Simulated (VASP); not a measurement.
**HfC: single point with PBEsol**

Crystal: HfC.

```xyz
2
Lattice="0.0000 2.3250 2.3250 2.3250 0.0000 2.3250 2.3250 2.3250 0.0000" Properties=species:S:1:pos:R:3 pbc="T T T"
Hf    2.3250    2.3250    2.3250
C     0.0000    0.0000    0.0000
```

```json
{
 "Program": "VASP 6.6.1",
 "Task": "single point",
 "Functional": "PBEsol",
 "Potentials or basis": "VASP PAW PBE potentials, release 64 (Hf_pv, C)",
 "Cutoff": "600 eV",
 "k mesh": "10 × 10 × 10",
 "Occupations": "fermi-dirac, width 0.0272 eV",
 "Spin": "no spin polarisation",
 "Dipole correction": "no",
 "Further INCAR settings": "ALGO = Normal; EDIFF = 1e-06; NBANDS = 14"
}
```

| Quantity | Value |
| --- | --- |
| Pressure | -7.1 GPa |
| Band gap on the k mesh | zero (bands 7 and 8 overlap by 1.42 eV) |

Levels at points of the mesh, in eV from the Fermi level:
| k point | band 4 | band 5 | band 6 | band 7 | band 8 | band 9 | band 10 | band 11 |
| --- | --- | --- | --- | --- | --- | --- | --- | --- |
| (0.00, 0.00, 0.00) | -12.32 | 0.99 | 0.99 | 0.99 | 1.31 | 1.31 | 1.31 | 3.33 |
| (0.50, 0.00, 0.00) | -8.52 | -6.21 | -3.02 | -3.02 | 5.26 | 5.26 | 5.73 | 6.48 |
| (0.50, 0.50, 0.00) | -10.39 | -2.62 | -1.86 | -0.11 | -0.11 | 5.26 | 6.69 | 6.69 |

It took 29 s on 1 thread of Intel Xeon 8259CL, on a shared host, peak memory 0.17 GiB.

Caveat: the cell stands under tension; the PAW data sets were made with another functional, which shifts forces and pressure a little; spin-orbit coupling is left out, which moves the levels of the heavy elements.
